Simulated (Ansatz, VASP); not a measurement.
## One calculation of SrCl2, two programs

File INCAR:

```
PREC = Accurate
ENCUT = 520
EDIFF = 1E-7
ISMEAR = 0
SIGMA = 0.05
LREAL = False
LASPH = True
NELM = 100
ALGO = Normal
ISIF = 2
LWAVE = False
LCHARG = True
GGA = CA
LELF = True
LVHAR = True
NBANDS = 19
```

The input KPOINTS:

```
regular mesh
0
Gamma
  6 6 6
```

The input POSCAR:

```
SrCl2
1.0
    0.0000000000      3.3460800000      3.7643400000
    3.3460800000      0.0000000000      3.7643400000
    3.3460800000      3.3460800000      0.0000000000
Sr Cl
1 2
Direct
    0.0000000000      0.0000000000      0.0000000000
    0.2500000000      0.2500000000      0.2500000000
    0.7500000000      0.7500000000      0.7500000000
```

Input for Ansatz:

```yaml
crystal:
  lattice:
    - [0.0, 3.34608, 3.76434]
    - [3.34608, 0.0, 3.76434]
    - [3.34608, 3.34608, 0.0]
  atoms:
    - { symbol: Sr, position: [0.0, 0.0, 0.0] }
    - { symbol: Cl, position: [0.25, 0.25, 0.25] }
    - { symbol: Cl, position: [0.75, 0.75, 0.75] }
basis:
  ecutwfc: 420
kpoints:
  mp_grid: { grid: [6, 6, 6] }
hamiltonian:
  xc: lda
scf:
  occupations: { method: gaussian, width: 0.05 }
output:
  forces: true
  stress: true
  eigenvalues: true
```

Change from the starting cell: strain -0.040 along x and y, +0.080 along z, atoms carried along.

Alike in both runs: task single point; functional LDA; k mesh 6 × 6 × 6; occupations gaussian, width 0.05 eV; no spin polarisation.

|  | VASP | Ansatz |
| --- | --- | --- |
| version | VASP 6.6.1 | Ansatz 0.2.0 |
| potentials or method | VASP PAW LDA potentials, release 64 (Sr_sv, Cl), cutoff 520 eV | scalar-relativistic, plane waves, PAW |
| valence electrons in the cell | 24 | 24 |

```csv
,VASP,Ansatz,Ansatz less VASP
gap on the k mesh at the Fermi level (eV),4.19,4.19,-0.001
least direct gap on the mesh (eV),4.52,4.52,-0.003
pressure (GPa),-2.4,-2.5,-0.12
"traceless stress, the component that is largest in VASP (GPa)",-3.97,-3.99,-0.025
```

LDA's correlation is that of Perdew and Zunger in VASP and of Perdew and Wang (1992) in Ansatz.
